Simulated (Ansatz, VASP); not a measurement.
Two plane-wave programs on Re

Contents of INCAR:

```
ALGO = Normal
EDIFF = 1E-6
ENCUT = 520
GGA = PS
ISIF = 2
ISMEAR = -1
LASPH = True
LCHARG = False
LREAL = False
LWAVE = False
NBANDS = 18
NELM = 100
PREC = Accurate
SIGMA = 0.1
```

KPOINTS

```
k-points
0
Gamma
  10 10 13
```

File POSCAR:

```
Re
1.0
    4.2827078151      0.0000000000      0.0000000000
   -2.1413539076      3.7089337649      0.0000000000
    0.0000000000      0.0000000000      2.6810444939
Re
3
Direct
    0.0000000000      1.0000000000      1.0000000000
    0.3333333333      0.6666666667      0.5000000000
    0.6666666667      0.3333333333      0.5000000000
```

Input for Ansatz:

```yaml
crystal:
  lattice:
    - [4.2827078151, 0.0, 0.0]
    - [-2.1413539076, 3.7089337649, 0.0]
    - [0.0, 0.0, 2.6810444939]
  atoms:
    - { symbol: Re, position: [0.0, 1.0, 1.0] }
    - { symbol: Re, position: [0.3333333333, 0.6666666667, 0.5] }
    - { symbol: Re, position: [0.6666666667, 0.3333333333, 0.5] }
hamiltonian:
  xc: pbesol
  pseudopotentials:
    kind: paw
    azcp:
      Re: "pseudopotentials/Re.paw.azcp"
basis:
  ecutwfc: 420
  fft_grid_basis: typed
kpoints:
  mp_grid: { grid: [10, 10, 13], shift: [0, 0, 0] }
magnetization:
  spin_polarized: false
scf:
  occupations: { method: fermi_dirac, width: 0.1 }
  lower_state_search: "off"
output:
  stress: true
```

Alike in both runs: task single point; functional PBEsol; k mesh 10 × 10 × 13; occupations fermi-dirac, width 0.1 eV; no spin polarisation.

|  | VASP | Ansatz |
| --- | --- | --- |
| version | VASP 6.6.1 | Ansatz 0.2.0 |
| potentials or method | VASP PAW PBE potentials, release 64 (Re), cutoff 520 eV | plane waves (420 eV) with PAW, scalar-relativistic |
| valence electrons in the cell | 21 | 45 |

VASP gave:

- pressure (GPa): 16.8
- traceless stress, the component that is largest in VASP (GPa): -0.78

**Question.** What did Ansatz give for the same quantities?

**Answer.** Pressure (GPa): 16.7; traceless stress, the component that is largest in VASP (GPa): -1.36.

VASP's potentials were made for PBE, not for PBEsol, and Ansatz warns of the same on its side. VASP's potentials hold 21 valence electrons a cell and Ansatz's 45, so a difference there can come from the potentials and not from the codes.

Neither program's run includes spin-orbit coupling.
